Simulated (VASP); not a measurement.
Here is a VASP 6.6.1 calculation.

File INCAR:

```
ALGO     = Normal         # electronic algorithm
DIPOL    = 0.5 0.5 0.292
EDIFF    = 1E-7           # SCF threshold, eV
ENCUT    = 520            # plane-wave cutoff, eV
GGA      = PE             # functional
IDIPOL   = 3            
ISIF     = 2              # what is computed and relaxed
ISMEAR   = 0              # smearing method
LASPH    = True           # aspherical terms in the spheres
LCHARG   = False          # write CHGCAR
LDIPOL   = True         
LREAL    = False          # projectors in reciprocal space
LWAVE    = False          # write WAVECAR
NBANDS   = 18             # bands
NELM     = 100            # most SCF steps
PREC     = Accurate       # precision mode
SIGMA    = 0.1            # smearing width, eV
```

KPOINTS

```
k-points
0
Gamma
  6 6 1
```

Contents of POSCAR:

```
Cu
1.0
    2.4343298750      0.0000000000      0.0000000000
   -1.2171649375      2.1081915129      0.0000000000
    0.0000000000      0.0000000000     29.1154260400
Cu
2
Direct
    0.0000000000      0.0000000000      0.3369743371
    0.0000000000      0.0000000000      0.2469085838
```

Potentials or basis: VASP PAW PBE potentials, release 64 (Cu).

Launch:

```console
$ cat potpaw_PBE.64/Cu/POTCAR > POTCAR
$ mpirun -np 1 vasp_std > vasp.out
```

**Question.** Estimate the band gap on the k mesh.

**Answer.** Zero (band 11 reaches 2.41 eV, above the bottom of band 12 at -4.46 eV).

**Question.** Predict the largest force.

**Answer.** 0.014 eV/Å.

Forces in eV/Å, atoms in the order of the input:
```
Cu   0.000  0.000  0.014
Cu   0.000  0.000 -0.014
```

Caveat: the k points lie up to 0.50 Å⁻¹ apart.
